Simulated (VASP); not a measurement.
# CaO (wurtzite type) (P6_3mc) in VASP: relaxation of cell and atoms with PBE

Aim: the relaxation of cell and atoms of CaO (wurtzite type) with PBE.

Program: VASP 6.6.1. These are calculated values, not measurements. Logs are shortened: lines on timing, memory, paths and dates and some standing lists are left out, and cuts for length are marked.

### 1 The cell of the first run

Symmetry: P6_3mc, No. 186, hexagonal system. The conventional cell has a = 3.582 Å, b = 3.582 Å, c = 5.839 Å, α = 90.00°, β = 90.00°, γ = 120.00°. Ca (site symmetry 3m) has 4 O at 2.19 to 2.20 Å within 2.9 Å. O (site symmetry 3m) has 4 Ca at 2.19 to 2.20 Å within 2.9 Å.

### 2 Relaxation of cell and atoms, PBE

The input, INCAR:

```
PREC = Accurate ; ENCUT = 600
EDIFF = 1E-6 ; ISMEAR = -1
SIGMA = 0.05 ; LREAL = F
LASPH = T ; NELM = 100
ALGO = Normal ; ISIF = 3
LWAVE = F ; LCHARG = F
GGA = PE ; IBRION = 2
NSW = 100 ; EDIFFG = -0.005
```

The input, KPOINTS:

```
Automatic mesh
0
Gamma
  12 12 6
```

The input, POSCAR:

```
CaO
1.0
    3.5823985977      0.0000000000      0.0000000000
   -1.7911992988      3.1024481920      0.0000000000
    0.0000000000      0.0000000000      5.8393097142
Ca O
2 2
Direct
    0.3333333333      0.6666666667      0.0000000000
    0.6666666667      0.3333333333      0.5000000000
    0.3333333333      0.6666666667      0.3760000000
    0.6666666667      0.3333333333      0.8760000000
```

Potentials or basis: VASP PAW PBE potentials, release 64 (Ca_sv, O).

Started as:

```console
cat potpaw_PBE.64/Ca_sv/POTCAR potpaw_PBE.64/O/POTCAR > POTCAR
mpirun -np 1 vasp_std > vasp.out
```

OUTCAR:

```text
PREC = Accurate
   ENCUT = 600
   EDIFF = 1E-6
   ISMEAR = -1
   LREAL = F
   LASPH = T
   NELM = 100
   ISIF = 3
   GGA = PE
   IBRION = 2
   NSW = 100
   EDIFFG = -0.005

 ion  position               nearest neighbor table
   1  0.333  0.667  0.000-   4 2.19   4 2.19   4 2.19   3 2.20
   2  0.667  0.333  0.500-   3 2.19   3 2.19   3 2.19   4 2.20
   3  0.333  0.667  0.376-   2 2.19   2 2.19   2 2.19   1 2.20
   4  0.667  0.333  0.876-   1 2.19   1 2.19   1 2.19   2 2.20

  LATTYP: Found a hexagonal cell.
 ALAT       =     3.5823985977
 C/A-ratio  =     1.6300000000

  Lattice vectors:

 A1 = (   3.5823985977,   0.0000000000,   0.0000000000)
 A2 = (  -1.7911992988,   3.1024481920,   0.0000000000)
 A3 = (   0.0000000000,   0.0000000000,   5.8393097142)

Analysis of symmetry for initial positions (statically):
=====================================================================
 Subroutine PRICEL returns:
 Original cell was already a primitive cell.

 Routine SETGRP: Setting up the symmetry group for a
 hexagonal supercell.

 Subroutine GETGRP returns: Found 12 space group operations
 (whereof  6 operations were pure point group operations)
 out of a pool of 24 trial point group operations.

The static configuration has the point symmetry C_3v.
 The point group associated with its full space group is C_6v.

Analysis of symmetry for dynamics (positions and initial velocities):
=====================================================================
 Subroutine PRICEL returns:
 Original cell was already a primitive cell.

 Routine SETGRP: Setting up the symmetry group for a
 hexagonal supercell.

 Subroutine GETGRP returns: Found 12 space group operations
 (whereof  6 operations were pure point group operations)
 out of a pool of 24 trial point group operations.

The dynamic configuration has the point symmetry C_3v.
 The point group associated with its full space group is C_6v.

 Subroutine INISYM returns: Found 12 space group operations
 (whereof  6 operations are pure point group operations),
 and found     1 'primitive' translations

----------------------------------------------------------------------------------------

                                     Primitive cell

  volume of cell :      64.8993

  direct lattice vectors                    reciprocal lattice vectors
     3.582398598  0.000000000  0.000000000     0.279142584  0.161163046  0.000000000
    -1.791199299  3.102448192  0.000000000     0.000000000  0.322326092  0.000000000
     0.000000000  0.000000000  5.839309714     0.000000000  0.000000000  0.171253119

  length of vectors
     3.582398598  3.582398598  5.839309714     0.322326092  0.322326092  0.171253119

  position of ions in fractional coordinates (direct lattice)
     0.333333333  0.666666667  0.000000000
     0.666666667  0.333333333  0.500000000
     0.333333333  0.666666667  0.376000000
     0.666666667  0.333333333  0.876000000

  ion indices of the primitive-cell ions
   primitive index   ion index
                 1           1
                 2           2
                 3           3
                 4           4

----------------------------------------------------------------------------------------

 KPOINTS: Automatic mesh

Automatic generation of k-mesh.
 Grid dimensions read from file:
 generate k-points for:   12   12    6

 Generating k-lattice:

  Cartesian coordinates                     Fractional coordinates (reciprocal lattice)
     0.023261882  0.013430254  0.000000000     0.083333333 -0.000000000  0.000000000
     0.000000000  0.026860508  0.000000000     0.000000000  0.083333333  0.000000000
     0.000000000  0.000000000  0.028542186     0.000000000  0.000000000  0.166666667

  Length of vectors
     0.026860508  0.026860508  0.028542186

  Shift w.r.t. Gamma in fractional coordinates (k-lattice)
     0.000000000  0.000000000  0.000000000

 Subroutine IBZKPT returns following result:
 ===========================================

 Found     76 irreducible k-points:

 Following reciprocal coordinates:
            Coordinates               Weight
  0.000000  0.000000  0.000000      1.000000
  0.083333  0.000000  0.000000      6.000000
  0.166667  0.000000  0.000000      6.000000
  0.250000  0.000000  0.000000      6.000000
  0.333333  0.000000  0.000000      6.000000
  0.416667 -0.000000  0.000000      6.000000
[... 16 lines left out ...]
  0.250000  0.000000  0.166667     12.000000
  0.333333  0.000000  0.166667     12.000000
 [... further k-points ...]
   k-points           NKPTS =     76   k-points in BZ     NKDIM =     76   number of bands    NBANDS=     20
   number of dos      NEDOS =    301   number of ions     NIONS =      4
   total plane-waves  NPLWV =  43200
   dimension x,y,z NGX =    30 NGY =   30 NGZ =   48
   dimension x,y,z NGXF=    60 NGYF=   60 NGZF=   96
   ions per type =               2   2
   NGX,Y,Z   is equivalent  to a cutoff of  13.92, 13.92, 13.67 a.u.
   NGXF,Y,Z  is equivalent  to a cutoff of  27.84, 27.84, 27.33 a.u.
 SYSTEM =  unknown system
   PREC   = accura    normal or accurate (medium, high low for compatibility)
   ISTART =      0    job   : 0-new  1-cont  2-samecut
   ICHARG =      2    charge: 1-file 2-atom 10-const
   ISPIN  =      1    spin polarized calculation?
   LNONCOLLINEAR =      F non collinear calculations
   LSORBIT =      F    spin-orbit coupling
   LASPH  =      T    aspherical Exc in radial PAW
   ENCUT  =  600.0 eV  44.10 Ry    6.64 a.u.   7.15  7.15 11.66*2*pi/ulx,y,z
   NELM   =    100;   NELMIN=  2; NELMDL= -5     # of ELM steps
   EDIFF  = 0.1E-05   stopping-criterion for ELM
   LREAL  =      F    real-space projection
   EDIFFG = -.5E-02   stopping-criterion for IOM
   NSW    =    100    number of steps for IOM
   IBRION =      2    ionic relax: 0-MD 1-quasi-New 2-CG
   NFREE  =      1    steps in history (QN), initial steepest desc. (CG)
   ISIF   =      3    stress and relaxation
   ISYM   =      2    0-nonsym 1-usesym 2-fastsym
   POTIM  = 0.5000    time-step for ionic-motion
   TEBEG  =    0.0;   TEEND  =   0.0 temperature during run
   PSTRESS=    0.0 pullay stress
   NELECT =      32.0000    total number of electrons
   NUPDOWN=      -1.0000    fix difference up-down
   EMIN   =  10.00;   EMAX   =-10.00  energy-range for DOS
   EFERMI =   0.00;   METHOD = LEGACY
   ISMEAR =    -1;   SIGMA  =   0.05  broadening in eV -4-tet -1-fermi 0-gaus
   EFERMI_NEDOS =   21; number of points for ismear=-14 and -15
   IALGO  =     38    algorithm
   IMIX   =      4    mixing-type and parameters
     AMIX     =   0.40;   BMIX     =  1.00
     AMIX_MAG =   1.60;   BMIX_MAG =  1.00
  volume/ion in A,a.u.               =      16.22       109.49
  Fermi-wavevector in a.u.,A,eV,Ry     =   1.293336  2.444051 22.758725  1.672719
  Thomas-Fermi vector in A             =   2.424988
   LORBIT       =      0    0 simple, 1 ext, 2 COOP (PROOUT), +10 PAW based schemes
   GGA     = PE    functional components
   LHFCALC =     F    Hartree Fock is set to
   AEXX    =    0.0000 exact exchange contribution
   IVDW    =     0    specifies the selected vdW correction
   LEPSILON=     F    determine dielectric tensor
   LRPA    =     F    only Hartree local field effects (RPA)
 conjugate gradient relaxation of ions
 non-spin polarized calculation
  energy-cutoff  :      600.00
  volume of cell :       64.90
 maximum number of plane-waves:      2202
 NGX is ok and might be reduce to    30
   NGX = 15   NGY = 15   NGZ = 23

--------------------------------------- Ionic step        1  -------------------------------------------

 number of electron      32.0000001 magnetization

 Free energy of the ion-electron system (eV)
  ---------------------------------------------------
  ext. energy  EPLUGINS =         0.00000000
  ---------------------------------------------------
  free energy    TOTEN  =       -24.80890447 eV

  energy without entropy =      -24.80890447  energy(sigma->0) =      -24.80890447

------------------------ aborting loop because EDIFF is reached ----------------------------------------

  FORCE on cell =-STRESS in cart. coord.  units (eV):
  Direction    XX          YY          ZZ          XY          YZ          ZX
  --------------------------------------------------------------------------------------
  -------------------------------------------------------------------------------------
  Total        4.5820077      4.5820077      3.2727259      0.0000000      0.0000000      0.0000000
  in kB      113.1166270    113.1166270     80.7942137      0.0000000      0.0000000      0.0000000
  external PRESSURE =     102.3424892 kB  Pullay stress =       0.0000000 kB
[... 23 lines left out ...]
  energy  without entropy=      -24.8089044654  energy(sigma->0) =      -24.80890447

--------------------------------------- Ionic step        2  -------------------------------------------

 number of electron      32.0000008 magnetization

 E-fermi :   1.3988     XC(G=0):  -8.7959

 val. band max:        0.1811992803   @ k =   0.5000   0.0000   0.0000
 cond. band min:       3.3902434148   @ k =   0.0000   0.0000   0.0000
 fundamental gap:      3.2090441344
 Fermi energy:         1.3988156101

 k-point     1 :       0.0000    0.0000    0.0000
  band No.  band energies     occupation
      1     -37.1655      2.00000
      2     -37.1295      2.00000
      3     -18.6455      2.00000
      4     -18.1636      2.00000
      5     -18.1636      2.00000
      6     -18.1174      2.00000
[... 12 lines left out ...]
     19       7.1362      0.00000
[... 599 lines left out ...]
  FREE ENERGIE OF THE ION-ELECTRON SYSTEM (eV)
  ---------------------------------------------------
  free  energy   TOTEN  =       -25.0334454088 eV

  energy  without entropy=      -25.0334454088  energy(sigma->0) =      -25.03344541

[... ionic steps 4 to 33 ...]

--------------------------------------- Ionic step       34  -------------------------------------------

 number of electron      32.0000010 magnetization

------------------------ aborting loop because EDIFF is reached ----------------------------------------

  FORCE on cell =-STRESS in cart. coord.  units (eV):
  Direction    XX          YY          ZZ          XY          YZ          ZX
  --------------------------------------------------------------------------------------
  -------------------------------------------------------------------------------------
  Total        0.0271759      0.0271759      0.1186153      0.0000000      0.0000000      0.0000000
  in kB        0.6501399      0.6501399      2.8376817      0.0000000      0.0000000      0.0000000
  external PRESSURE =       1.3793205 kB  Pullay stress =       0.0000000 kB
[... 61 lines left out ...]
  energy  without entropy=      -25.3517083888  energy(sigma->0) =      -25.35170839

--------------------------------------- Ionic step       36  -------------------------------------------

 number of electron      32.0000010 magnetization

 Free energy of the ion-electron system (eV)
  ---------------------------------------------------
  ext. energy  EPLUGINS =         0.00000000
  ---------------------------------------------------
  free energy    TOTEN  =       -25.35170848 eV

  energy without entropy =      -25.35170848  energy(sigma->0) =      -25.35170848

 E-fermi :   2.2866     XC(G=0):  -9.3244

 val. band max:        1.2646943727   @ k =   0.0000   0.0000   0.0000
 cond. band min:       4.3766848526   @ k =   0.0000   0.0000   0.0000
 fundamental gap:      3.1119904800
 Fermi energy:         2.2866238557

 k-point     1 :       0.0000    0.0000    0.0000
  band No.  band energies     occupation
      1     -36.4545      2.00000
      2     -36.3333      2.00000
      3     -17.7729      2.00000
      4     -17.5450      2.00000
      5     -17.5450      2.00000
      6     -17.3604      2.00000
[... 12 lines left out ...]
     19       7.3647      0.00000
[... 561 lines left out ...]
  FREE ENERGIE OF THE ION-ELECTRON SYSTEM (eV)
  ---------------------------------------------------
  free  energy   TOTEN  =       -25.3517084815 eV

  energy  without entropy=      -25.3517084815  energy(sigma->0) =      -25.35170848

 reached required accuracy - stopping structural energy minimisation
```

Wall time 51 min (1 thread of Intel Xeon Platinum 8259CL at 2.50GHz (Skylake/Cascade Lake), shared host); peak memory 0.3 GiB.

What came out:

```yaml
Free_energy: -25.3517 eV
Relaxed_volume: 16.77 Å³/atom
Relaxed_cell: a = 4.011 Å, b = 4.011 Å, c = 4.816 Å, α = 90.00°, β = 90.00°, γ = 120.00°
Space_group_after_relaxing_to_0.05_Å: P6_3/mmc (No. 194)
Energy_gained_by_relaxing: 135.7 meV/atom
Ionic_steps: 36
Pressure_after_relaxing: 0.0 GPa
Band_gap_on_the_k_mesh: 3.11 eV, direct
```

The path:
```tsv
step	energy change (eV)	largest force (eV/Å)	pressure (GPa)	volume (Å³)
1	0.0000	0.1293	10.23	64.90
2	-0.2019	0.1357	-2.76	75.12
3	-0.2245	0.1429	-0.13	72.38
4	-0.2245	0.1426	-0.29	72.53
5	-0.2336	0.1419	-0.29	72.49
6	-0.2536	0.1601	-0.31	72.32
7	-0.2734	0.2778	-0.49	71.84
8	-0.2839	0.2082	-0.40	71.55
9	-0.3041	0.0464	-0.04	70.66
10	-0.3203	0.0979	0.86	68.89
11	-0.3899	0.0000	3.46	65.34
12	2.6542	7.8990	37.35	58.21
13	-0.3923	0.0161	3.67	65.21
14	-0.4146	0.0557	5.68	63.55
15	-0.4144	0.0111	5.04	63.98
16	-0.4153	0.0281	5.30	63.78
17	-0.4188	0.0415	5.35	63.74
18	-0.4255	0.0965	5.54	63.60
19	-0.4151	0.2899	6.19	63.32
20	-0.4264	0.1237	5.63	63.55
21	-0.4323	0.1223	5.41	63.68
22	-0.4488	0.1185	4.71	64.07
23	-0.4762	0.1105	3.40	64.86
24	-0.5104	0.0938	1.00	66.45
25	-0.5049	0.0592	-3.06	69.71
26	-0.5194	0.0780	-0.95	67.91
27	-0.5233	0.0813	-0.88	67.83
28	-0.5327	0.0886	-0.60	67.58
29	-0.5396	0.0926	0.09	67.06
30	-0.5397	0.0929	-0.01	67.12
31	-0.5406	0.0794	0.02	67.10
32	-0.5423	0.0380	0.07	67.03
33	-0.5419	0.0459	0.26	66.89
34	-0.5427	0.0014	0.14	66.97
35	-0.5428	0.0007	-0.05	67.11
36	-0.5428	0.0008	-0.02	67.10
```

Final structure:
```yaml
crystal:
  lattice:
    - [4.01078, 0.00000, 0.00000]
    - [-2.00539, 3.47344, 0.00000]
    - [0.00000, 0.00000, 4.81638]
  atoms:
    - { symbol: Ca, position: [0.33333, 0.66667, 0.93797] }
    - { symbol: Ca, position: [0.66667, 0.33333, 0.43797] }
    - { symbol: O, position: [0.33333, 0.66667, 0.43803] }
    - { symbol: O, position: [0.66667, 0.33333, 0.93803] }
```

A k mesh can miss the band edges. As with any semilocal functional, this PBE gap is likely too small.
